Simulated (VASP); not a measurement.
Runs of VASP 6.6.1 on AgCl. The structure is that of space group Cmcm (No. 63), or close to it. The cells are those of the table. 

```csv
task,cell,gap on the mesh (eV),pressure (GPa),largest force (eV/Å)
single point,"a = 5.863, b = 5.863, c = 3.924 Å, angles 90.0, 90.0, 142.8°, 4 atoms",0.33,(a),0.03
electric field gradients,"a = 5.743, b = 5.743, c = 3.844 Å, angles 90.0, 90.0, 142.8°, 4 atoms",0.34,0.5,0.05
electric field gradients,"a = 5.824, b = 5.824, c = 3.898 Å, angles 90.0, 90.0, 142.8°, 4 atoms",0.33,-2.0,0.03
electric field gradients,"a = 5.687, b = 5.687, c = 3.924 Å, angles 90.0, 90.0, 142.8°, 4 atoms",0.35,0.1,0.06
single point,"a = 5.746, b = 5.746, c = 3.924 Å, angles 90.0, 90.0, 142.8°, 4 atoms",0.34,-1.0,0.05
electric field gradients,"a = 5.940, b = 5.940, c = 3.976 Å, angles 90.0, 90.0, 142.8°, 4 atoms",0.34,(b),0.06
```

Alike in all rows: level PBEsol; potentials or basis VASP PAW PBE potentials, release 64 (Ag, Cl); no spin polarisation; k mesh 9 × 9 × 8; cutoff (eV) 520; smearing fermi-dirac 0.03 eV.

Task: Estimate the missing entries.

Result: (a) -3.0; (b) -4.6.

Caveats: semilocal functionals underestimate gaps, and a narrow one can read as zero; the PAW data sets were made with another functional, which shifts forces and pressure a little; the cell stands under tension (at least some runs).

A k mesh can miss the band edges, and the runs leave out spin-orbit coupling on Ag.
